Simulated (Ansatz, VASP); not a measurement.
Al3Cu: VASP beside Ansatz

The input POSCAR:

```
Al3Cu
1.0
    2.6870428116      0.0000000000      0.0000000000
    0.0000000000      2.6870428116      0.0000000000
    0.0000000000      0.0000000000      8.0899063148
Al Cu
3 1
Direct
    0.0000000000      0.0000000000      0.5000000000
    0.5000000000      0.5000000000      0.2226430006
    0.5000000000      0.5000000000      0.7773569994
    0.0000000000      0.0000000000      0.0000000000
```

Contents of INCAR.step1:

```
PREC = Accurate ; ENCUT = 520
ISMEAR = 0 ; SIGMA = 0.15
LREAL = F ; LASPH = T
NELM = 80 ; NBANDS = 18
GGA = PE ; ALGO = Normal
EDIFF = 1E-4 ; LWAVE = T
LCHARG = F
```

INCAR.step2

```
PREC = Accurate ; ENCUT = 520
EDIFF = 1E-6 ; ISMEAR = 0
SIGMA = 0.15 ; LREAL = F
LASPH = T ; NELM = 80
ALGO = Normal ; ISIF = 2
LWAVE = F ; LCHARG = F
METAGGA = R2SCAN ; LMIXTAU = T
NBANDS = 18 ; ISTART = 1
```

Contents of KPOINTS:

```
regular mesh
0
Gamma
  18 18 8
```

Input for Ansatz:

```yaml
crystal:
  lattice:
    - [2.6870428116, 0.0, 0.0]
    - [0.0, 2.6870428116, 0.0]
    - [0.0, 0.0, 8.0899063148]
  atoms:
    - { symbol: Al, position: [0.0, 0.0, 0.5] }
    - { symbol: Al, position: [0.5, 0.5, 0.2226430006] }
    - { symbol: Al, position: [0.5, 0.5, 0.7773569994] }
    - { symbol: Cu, position: [0.0, 0.0, 0.0] }
basis:
  ecutwfc: 500
kpoints:
  mp_grid: { grid: [18, 18, 8] }
hamiltonian:
  xc: r2scan
scf:
  occupations: { method: gaussian, width: 0.15 }
output:
  forces: true
  stress: true
  eigenvalues: true
```

Alike in both runs: task single point; functional r2SCAN; k mesh 18 × 18 × 8; occupations gaussian, width 0.15 eV; no spin polarisation.

|  | VASP | Ansatz |
| --- | --- | --- |
| version | VASP 6.6.1 | Ansatz 0.2.0 |
| potentials or method | VASP PAW PBE potentials, release 64 (Al, Cu), cutoff 520 eV | scalar-relativistic, plane waves, PAW |
| valence electrons in the cell | 20 | 28 |

```csv
,VASP,Ansatz,Ansatz less VASP
gap on the k mesh at the Fermi level (eV),none,none,-
pressure (GPa),0.9,1.1,+0.19
"traceless stress, the component that is largest in VASP (GPa)",-9.20,-9.26,-0.060
rms of the force components (eV/Å),0.063,0.056,-0.0074
```

VASP's potentials were made for PBE, not for r2SCAN. Atom by atom the forces differ by 0.007 eV/Å (rms over components). A gap of «none» marks a metal or a gap that the smearing closes. The functional is the same, so the differences come from potentials, cutoffs and numerics. VASP's potentials hold 20 valence electrons a cell and Ansatz's 28, so a difference there can come from the potentials and not from the codes.
